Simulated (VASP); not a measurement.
AgB2, 3 atoms in the cell. Symmetry: P6/mmm, No. 191, hexagonal system. Conventional cell: a = 2.975 Å, b = 2.975 Å, c = 3.995 Å, α = 90.00°, β = 90.00°, γ = 120.00°. Ag (site symmetry 6/mmm) has 12 B at 2.63 Å and 6 Ag at 2.98 Å within 3.5 Å. B (site symmetry -6m2) has 3 B at 1.72 Å within 2.3 Å. 

| Item | Value |
| --- | --- |
| Program | VASP 6.6.1 |
| Task | single point |
| Functional | PBEsol |
| Potentials or basis | VASP PAW PBE potentials, release 64 (Ag, B) |
| Cutoff | 520 eV |
| k mesh | 11 × 11 × 7 |
| Occupations | methfessel-paxton, width 0.1 eV |
| Spin | no spin polarisation |
| Dipole correction | no |
| Further INCAR settings | ALGO = Normal; EDIFF = 1e-06; NBANDS = 16 |

Potentials or basis: VASP PAW PBE potentials, release 64 (Ag, B).

The run is started by

```console
$ cat potpaw_PBE.64/Ag/POTCAR potpaw_PBE.64/B/POTCAR > POTCAR
$ mpirun -np 1 vasp_std > vasp.out
```

Hardware: 1 thread of AMD EPYC 9R45 (Zen 5), with other jobs on the host.

How long does it take, and how much memory?

It took 15 s on 1 thread of AMD EPYC 9R45 (Zen 5) (shared host), peak memory 0.13 GiB. Counts: scf iterations 12, k points 64.
